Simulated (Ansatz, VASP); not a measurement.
# One calculation of K, two programs

File INCAR:

```
PREC = Accurate
ENCUT = 520
EDIFF = 1E-6
ISMEAR = 0
SIGMA = 0.15
LREAL = F
LASPH = T
NELM = 60
ALGO = Fast
ISIF = 2
LWAVE = F
LCHARG = F
GGA = PE
NBANDS = 10
```

KPOINTS

```
regular mesh
0
Gamma
  14 14 14
```

The input POSCAR:

```
K
1.0
   -2.5787300000      2.5787300000      2.6572700000
    2.5787300000     -2.5787300000      2.6572700000
    2.5787300000      2.5787300000     -2.6572700000
K
1
Direct
    0.0000000000      0.0000000000      0.0000000000
```

Input for Ansatz:

```yaml
crystal:
  lattice:
    - [-2.57873, 2.57873, 2.65727]
    - [2.57873, -2.57873, 2.65727]
    - [2.57873, 2.57873, -2.65727]
  atoms:
    - { symbol: K, position: [0.0, 0.0, 0.0] }
basis:
  ecutwfc: 420
kpoints:
  mp_grid: { grid: [14, 14, 14] }
hamiltonian:
  xc: pbe
scf:
  occupations: { method: gaussian, width: 0.15 }
output:
  forces: true
  stress: true
  eigenvalues: true
```

Change from the starting cell: strain -0.015 along x and y, +0.015 along z, atoms carried along.

Alike in both runs: task single point; functional PBE; k mesh 14 × 14 × 14; occupations gaussian, width 0.15 eV; no spin polarisation.

|  | VASP | Ansatz |
| --- | --- | --- |
| version | VASP 6.6.1 | Ansatz 0.2.0 |
| potentials or method | VASP PAW PBE potentials, release 64 (K_sv), cutoff 520 eV | scalar-relativistic, plane waves, PAW |
| valence electrons in the cell | 9 | 9 |

|  | VASP | Ansatz | Ansatz less VASP |
| --- | --- | --- | --- |
| gap on the k mesh at the Fermi level (eV) | none | none | - |
| pressure (GPa) | 0.2 | 0.2 | 0.00 |

A gap of «none» marks a metal or a gap that the smearing closes.
